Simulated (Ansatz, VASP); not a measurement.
# Two plane-wave programs on BeTe

```
CELL_PARAMETERS angstrom
0.00000 2.75060 2.75060
2.75060 0.00000 2.75060
2.75060 2.75060 0.00000
ATOMIC_POSITIONS crystal
Be 0.00000 0.00000 0.00000
Te 0.25000 0.25000 0.25000
```

Alike in both runs: task single point; functional r2SCAN; k mesh 6 × 6 × 6; no spin polarisation.

```csv
,VASP,Ansatz
version,VASP 6.6.1,Ansatz 0.2.0
potentials or method,"VASP PAW PBE potentials, release 64 (Be, Te), cutoff 520 eV",PAW plane waves
occupations,"methfessel-paxton of order 1, width 0.0163 eV","cold, width 0.0163 eV"
valence electrons in the cell,8,18
```

|  | VASP | Ansatz | Ansatz less VASP |
| --- | --- | --- | --- |
| gap on the k mesh at the Fermi level (eV) | 2.15 | 2.16 | +0.012 |
| pressure (GPa) | 6.2 | 5.9 | -0.26 |

VASP's potentials were made for PBE, not for r2SCAN. VASP's potentials hold 8 valence electrons a cell and Ansatz's 18, so a difference there can come from the potentials and not from the codes.

Neither program's run includes spin-orbit coupling.
